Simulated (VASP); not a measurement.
Crystal: Co.

```
CELL_PARAMETERS angstrom
0.00000 1.75666 1.75666
1.75666 0.00000 1.75666
1.75666 1.75666 0.00000
ATOMIC_POSITIONS crystal
Co 0.00000 0.00000 0.00000
```

Program: VASP 6.6.1. Alike in all runs: cell as given; k mesh 18 × 18 × 18; cutoff (eV) 520; smearing fermi-dirac 0.05 eV.

Order these runs on this cell by their pressure, lowest first.
A. level PBEsol; potentials or basis VASP PAW PBE potentials, release 64 (Co); spin collinear, ferromagnetic start
B. level PBE; potentials or basis VASP PAW PBE potentials, release 64 (Co); spin off
C. level LDA; potentials or basis VASP PAW LDA potentials, release 64 (Co); spin collinear, ferromagnetic start
D. level PBE; potentials or basis VASP PAW PBE potentials, release 64 (Co); spin non-collinear, typed start, SOC

C (-17.6 GPa), B (-11.9 GPa), A (-9.7 GPa), D (0.5 GPa).

Caveats: the PAW data sets were made with another functional, which shifts forces and pressure a little (some runs).
